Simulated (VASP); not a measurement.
# SrTlB6 (P4/mmm) in VASP: relaxation of cell and atoms with PBE

Aim: the relaxation of cell and atoms of SrTlB6 with PBE.

Program: VASP 6.6.1. These are calculated values, not measurements. Logs are shortened: lines on timing, memory, paths and dates and some standing lists are left out, and cuts for length are marked.

### 1 The cell of the first run

It takes space group P4/mmm (No. 123, tetragonal). The conventional cell has a = 5.295 Å, b = 5.295 Å, c = 7.087 Å, α = 90.00°, β = 90.00°, γ = 90.00°. Sr (site symmetry 4/mmm) has 4 B at 2.63 Å and 2 Tl at 3.54 Å within 3.6 Å. Tl (site symmetry 4/mmm) has 4 B at 2.65 Å and 2 Sr at 3.54 Å within 3.6 Å. Within 3.5 Å of B (site symmetry mmm) lie 2 Tl at 2.65 Å. Within 2.1 Å of B (site symmetry m2m) lie 2 B at 1.57 Å.

The cell was built from a structure type or drawn by symmetry, and may not be a known phase.

### 2 Relaxation of cell and atoms, PBE

INCAR

```
SYSTEM = SrTlB6
ALGO = Normal
EDIFF = 1E-6
EDIFFG = -0.01
ENCUT = 600
GGA = PE
IBRION = 2
ISIF = 3
ISMEAR = 0
LASPH = .True.
LCHARG = .False.
LREAL = .False.
LWAVE = .False.
NELM = 100
NSW = 100
PREC = Accurate
SIGMA = 0.1
```

KPOINTS

```
k-points
0
Gamma
  8 8 6
  0 0 0
```

POSCAR

```
SrTlB6
1.0
    5.2950363141      0.0000000000      0.0000000000
    0.0000000000      5.2950363141      0.0000000000
    0.0000000000      0.0000000000      7.0868165438
Sr Tl B
1 1 6
Direct
    0.0000000000      0.0000000000      0.5000000000
    0.0000000000      0.0000000000      0.0000000000
    0.0000000000      0.5000000000      0.0000000000
    0.5000000000      0.0000000000      0.0000000000
    0.6486272780      0.6486272780      0.5000000000
    0.3513727220      0.3513727220      0.5000000000
    0.3513727220      0.6486272780      0.5000000000
    0.6486272780      0.3513727220      0.5000000000
```

Potentials or basis: VASP PAW PBE potentials, release 64 (Sr_sv, Tl_d, B).

On the command line:

```sh
> cat potpaw_PBE.64/Sr_sv/POTCAR potpaw_PBE.64/Tl_d/POTCAR potpaw_PBE.64/B/POTCAR > POTCAR
> mpirun -np 1 vasp_std > vasp.out
```

OUTCAR:

```text
SYSTEM = SrTlB6
   EDIFF = 1E-6
   EDIFFG = -0.01
   ENCUT = 600
   GGA = PE
   IBRION = 2
   ISIF = 3
   ISMEAR = 0
   LASPH = .True.
   LREAL = .False.
   NELM = 100
   NSW = 100
   PREC = Accurate

 ion  position               nearest neighbor table
   1  0.000  0.000  0.500-   5 2.63   6 2.63   7 2.63   8 2.63   2 3.54   2 3.54
   2  0.000  0.000  0.000-   3 2.65   4 2.65   3 2.65   4 2.65   1 3.54   1 3.54
   3  0.000  0.500  0.000-   2 2.65   2 2.65
   4  0.500  0.000  0.000-   2 2.65   2 2.65
   5  0.649  0.649  0.500-   7 1.57   8 1.57   1 2.63
   6  0.351  0.351  0.500-   7 1.57   8 1.57   1 2.63
   7  0.351  0.649  0.500-   5 1.57   6 1.57   1 2.63
   8  0.649  0.351  0.500-   5 1.57   6 1.57   1 2.63

  LATTYP: Found a simple tetragonal cell.
 ALAT       =     5.2950363141
 C/A-ratio  =     1.3383886575

  Lattice vectors:

 A1 = (   5.2950363141,   0.0000000000,   0.0000000000)
 A2 = (   0.0000000000,   5.2950363141,   0.0000000000)
 A3 = (   0.0000000000,   0.0000000000,   7.0868165438)

Analysis of symmetry for initial positions (statically):
=====================================================================
 Subroutine PRICEL returns:
 Original cell was already a primitive cell.

 Routine SETGRP: Setting up the symmetry group for a
 simple tetragonal supercell.

 Subroutine GETGRP returns: Found 16 space group operations
 (whereof 16 operations were pure point group operations)
 out of a pool of 16 trial point group operations.

The static configuration has the point symmetry D_4h.

Analysis of symmetry for dynamics (positions and initial velocities):
=====================================================================
 Subroutine PRICEL returns:
 Original cell was already a primitive cell.

 Routine SETGRP: Setting up the symmetry group for a
 simple tetragonal supercell.

 Subroutine GETGRP returns: Found 16 space group operations
 (whereof 16 operations were pure point group operations)
 out of a pool of 16 trial point group operations.

The dynamic configuration has the point symmetry D_4h.

 Subroutine INISYM returns: Found 16 space group operations
 (whereof 16 operations are pure point group operations),
 and found     1 'primitive' translations

----------------------------------------------------------------------------------------

                                     Primitive cell

  volume of cell :     198.6960

  direct lattice vectors                    reciprocal lattice vectors
     5.295036314  0.000000000  0.000000000     0.188856117  0.000000000  0.000000000
     0.000000000  5.295036314  0.000000000     0.000000000  0.188856117  0.000000000
     0.000000000  0.000000000  7.086816544     0.000000000  0.000000000  0.141107082

  length of vectors
     5.295036314  5.295036314  7.086816544     0.188856117  0.188856117  0.141107082

  position of ions in fractional coordinates (direct lattice)
     0.000000000  0.000000000  0.500000000
     0.000000000  0.000000000  0.000000000
     0.000000000  0.500000000  0.000000000
     0.500000000  0.000000000  0.000000000
     0.648627278  0.648627278  0.500000000
     0.351372722  0.351372722  0.500000000
     0.351372722  0.648627278  0.500000000
     0.648627278  0.351372722  0.500000000

  ion indices of the primitive-cell ions
   primitive index   ion index
                 1           1
                 2           2
                 3           3
                 4           4
                 5           5
                 6           6
                 7           7
                 8           8

----------------------------------------------------------------------------------------

 KPOINTS: k-points

Automatic generation of k-mesh.
 Grid dimensions read from file:
 generate k-points for:    8    8    6

 Generating k-lattice:

  Cartesian coordinates                     Fractional coordinates (reciprocal lattice)
     0.023607015  0.000000000  0.000000000     0.125000000  0.000000000  0.000000000
     0.000000000  0.023607015  0.000000000     0.000000000  0.125000000  0.000000000
     0.000000000  0.000000000  0.023517847     0.000000000  0.000000000  0.166666667

  Length of vectors
     0.023607015  0.023607015  0.023517847

  Shift w.r.t. Gamma in fractional coordinates (k-lattice)
     0.000000000  0.000000000  0.000000000

 Subroutine IBZKPT returns following result:
 ===========================================

 Found     60 irreducible k-points:

 Following reciprocal coordinates:
            Coordinates               Weight
  0.000000  0.000000  0.000000      1.000000
  0.125000  0.000000  0.000000      4.000000
  0.250000  0.000000  0.000000      4.000000
  0.375000  0.000000  0.000000      4.000000
  0.500000  0.000000  0.000000      2.000000
  0.125000  0.125000  0.000000      4.000000
[... 16 lines left out ...]
  0.375000  0.125000  0.166667     16.000000
  0.500000  0.125000  0.166667      8.000000
 [... further k-points ...]
   k-points           NKPTS =     60   k-points in BZ     NKDIM =     60   number of bands    NBANDS=     25
   number of dos      NEDOS =    301   number of ions     NIONS =      8
   total plane-waves  NPLWV = 105840
   dimension x,y,z NGX =    42 NGY =   42 NGZ =   60
   dimension x,y,z NGXF=    84 NGYF=   84 NGZF=  120
   ions per type =               1   1   6
   NGX,Y,Z   is equivalent  to a cutoff of  13.19, 13.19, 14.08 a.u.
   NGXF,Y,Z  is equivalent  to a cutoff of  26.37, 26.37, 28.15 a.u.
 SYSTEM =  SrTlB6
   PREC   = accura    normal or accurate (medium, high low for compatibility)
   ISTART =      0    job   : 0-new  1-cont  2-samecut
   ICHARG =      2    charge: 1-file 2-atom 10-const
   ISPIN  =      1    spin polarized calculation?
   LNONCOLLINEAR =      F non collinear calculations
   LSORBIT =      F    spin-orbit coupling
   LASPH  =      T    aspherical Exc in radial PAW
   ENCUT  =  600.0 eV  44.10 Ry    6.64 a.u.  10.58 10.58 14.15*2*pi/ulx,y,z
   NELM   =    100;   NELMIN=  2; NELMDL= -5     # of ELM steps
   EDIFF  = 0.1E-05   stopping-criterion for ELM
   LREAL  =      F    real-space projection
   EDIFFG = -.1E-01   stopping-criterion for IOM
   NSW    =    100    number of steps for IOM
   IBRION =      2    ionic relax: 0-MD 1-quasi-New 2-CG
   NFREE  =      1    steps in history (QN), initial steepest desc. (CG)
   ISIF   =      3    stress and relaxation
   ISYM   =      2    0-nonsym 1-usesym 2-fastsym
   POTIM  = 0.5000    time-step for ionic-motion
   TEBEG  =    0.0;   TEEND  =   0.0 temperature during run
   PSTRESS=    0.0 pullay stress
   NELECT =      41.0000    total number of electrons
   NUPDOWN=      -1.0000    fix difference up-down
   EMIN   =  10.00;   EMAX   =-10.00  energy-range for DOS
   EFERMI =   0.00;   METHOD = LEGACY
   ISMEAR =     0;   SIGMA  =   0.10  broadening in eV -4-tet -1-fermi 0-gaus
   EFERMI_NEDOS =   21; number of points for ismear=-14 and -15
   IALGO  =     38    algorithm
   IMIX   =      4    mixing-type and parameters
     AMIX     =   0.40;   BMIX     =  1.00
     AMIX_MAG =   1.60;   BMIX_MAG =  1.00
  volume/ion in A,a.u.               =      24.84       167.61
  Fermi-wavevector in a.u.,A,eV,Ry     =   0.967401  1.828122 12.733206  0.935864
  Thomas-Fermi vector in A             =   2.097283
   LORBIT       =      0    0 simple, 1 ext, 2 COOP (PROOUT), +10 PAW based schemes
   GGA     = PE    functional components
   LHFCALC =     F    Hartree Fock is set to
   AEXX    =    0.0000 exact exchange contribution
   IVDW    =     0    specifies the selected vdW correction
   LEPSILON=     F    determine dielectric tensor
   LRPA    =     F    only Hartree local field effects (RPA)
 conjugate gradient relaxation of ions
 non-spin polarized calculation
 Gauss-broadening in eV      SIGMA  =   0.10
  energy-cutoff  :      600.00
  volume of cell :      198.70
 maximum number of plane-waves:      6662
   NGX = 21   NGY = 21   NGZ = 29

--------------------------------------- Ionic step        1  -------------------------------------------

 number of electron      41.0000003 magnetization

 Free energy of the ion-electron system (eV)
  ---------------------------------------------------
  ext. energy  EPLUGINS =         0.00000000
  ---------------------------------------------------
  free energy    TOTEN  =       -27.81994199 eV

  energy without entropy =      -27.79728358  energy(sigma->0) =      -27.80861279

------------------------ aborting loop because EDIFF is reached ----------------------------------------

  FORCE on cell =-STRESS in cart. coord.  units (eV):
  Direction    XX          YY          ZZ          XY          YZ          ZX
  --------------------------------------------------------------------------------------
  -------------------------------------------------------------------------------------
  Total        0.9077497      0.9077497     -0.1409094      0.0000000      0.0000000      0.0000000
  in kB        7.3196043      7.3196043     -1.1362175      0.0000000      0.0000000      0.0000000
  external PRESSURE =       4.5009970 kB  Pullay stress =       0.0000000 kB
[... 107 lines left out ...]
  FREE ENERGIE OF THE ION-ELECTRON SYSTEM (eV)
  ---------------------------------------------------
  free  energy   TOTEN  =       -27.8306027459 eV

  energy  without entropy=      -27.8056107177  energy(sigma->0) =      -27.81810673

[... ionic steps 4 to 7 ...]

--------------------------------------- Ionic step        8  -------------------------------------------

 number of electron      41.0000000 magnetization

------------------------ aborting loop because EDIFF is reached ----------------------------------------
[... 79 lines left out ...]
--------------------------------------- Ionic step       10  -------------------------------------------

 number of electron      40.9999999 magnetization

 Free energy of the ion-electron system (eV)
  ---------------------------------------------------
  ext. energy  EPLUGINS =         0.00000000
  ---------------------------------------------------
  free energy    TOTEN  =       -27.83161770 eV

  energy without entropy =      -27.80640084  energy(sigma->0) =      -27.81900927

 E-fermi :   0.6254     XC(G=0):  -7.7153

 val. band max:        0.6237552767   @ k =   0.5000   0.1250   0.0000
 cond. band min:       0.6362453437   @ k =   0.5000   0.2500   0.3333
 fundamental gap:      0.0124900670
 Fermi energy:         0.6253729864

 k-point     1 :       0.0000    0.0000    0.0000
  band No.  band energies     occupation
      1     -34.2865      2.00000
      2     -16.4409      2.00000
      3     -16.3483      2.00000
      4     -16.3483      2.00000
      5     -10.6125      2.00000
      6     -10.5965      2.00000
[... 661 lines left out ...]
     24       1.8978      0.00000
     25       2.1037      0.00000

 [... further k-points ...]

------------------------ aborting loop because EDIFF is reached ----------------------------------------

  FORCE on cell =-STRESS in cart. coord.  units (eV):
  Direction    XX          YY          ZZ          XY          YZ          ZX
  --------------------------------------------------------------------------------------
  -------------------------------------------------------------------------------------
  Total        0.0344000      0.0344000     -0.0133256      0.0000000      0.0000000      0.0000000
  in kB        0.2752697      0.2752697     -0.1066323      0.0000000      0.0000000      0.0000000
  external PRESSURE =       0.1479690 kB  Pullay stress =       0.0000000 kB
[... 23 lines left out ...]
  FREE ENERGIE OF THE ION-ELECTRON SYSTEM (eV)
  ---------------------------------------------------
  free  energy   TOTEN  =       -27.8316176968 eV

  energy  without entropy=      -27.8064008372  energy(sigma->0) =      -27.81900927

 reached required accuracy - stopping structural energy minimisation
```

Run time: 23 min. Hardware: 1 thread of AMD EPYC 7R13 (Zen 3), shared host; peak memory 0.59 GiB.

Results:

- Free energy: -27.8316 eV
- Relaxed volume: 25.03 Å³/atom
- Relaxed cell: a = 5.347 Å, b = 5.347 Å, c = 7.002 Å, α = 90.00°, β = 90.00°, γ = 90.00°
- Space group after relaxing (to 0.1 Å): P4/mmm (No. 123)
- Energy gained by relaxing: 1.5 meV/atom
- Ionic steps: 10
- Pressure after relaxing: 0.0 GPa
- Largest force after relaxing: 0.005 eV/Å
- Band gap on the k mesh: zero (an odd number of electrons rules out a gap without spin polarisation)

Forces in eV/Å, atoms in the order of the input:
```
Sr   0.000  0.000  0.000
Tl   0.000  0.000  0.000
B    0.000  0.000  0.000
B    0.000  0.000  0.000
B   -0.003 -0.003  0.000
B    0.003  0.003  0.000
B    0.003 -0.003  0.000
B   -0.003  0.003  0.000
```

The path:
| step | energy change (eV) | largest force (eV/Å) | pressure (GPa) | volume (Å³) |
| --- | --- | --- | --- | --- |
| 1 | 0.0000 | 0.0916 | 0.45 | 198.70 |
| 2 | -0.0084 | 0.0742 | 0.15 | 200.71 |
| 3 | -0.0107 | 0.0600 | -0.10 | 202.46 |
| 4 | -0.0103 | 0.1225 | 0.07 | 202.13 |
| 5 | -0.0109 | 0.0117 | -0.02 | 202.33 |
| 6 | -0.0109 | 0.0077 | -0.03 | 202.34 |
| 7 | -0.0109 | 0.0084 | -0.04 | 202.33 |
| 8 | -0.0110 | 0.0071 | -0.03 | 202.12 |
| 9 | -0.0114 | 0.0030 | -0.02 | 201.49 |
| 10 | -0.0117 | 0.0046 | 0.01 | 200.22 |

Final structure:
```
CELL_PARAMETERS angstrom
5.34734 0.00000 0.00000
0.00000 5.34734 0.00000
0.00000 0.00000 7.00219
ATOMIC_POSITIONS crystal
Sr 0.00000 0.00000 0.50000
Tl 0.00000 0.00000 0.00000
B 0.00000 0.50000 0.00000
B 0.50000 0.00000 0.00000
B 0.64742 0.64742 0.50000
B 0.35258 0.35258 0.50000
B 0.35258 0.64742 0.50000
B 0.64742 0.35258 0.50000
```

Caveat: spin-orbit coupling is left out, which moves the levels of the heavy elements.
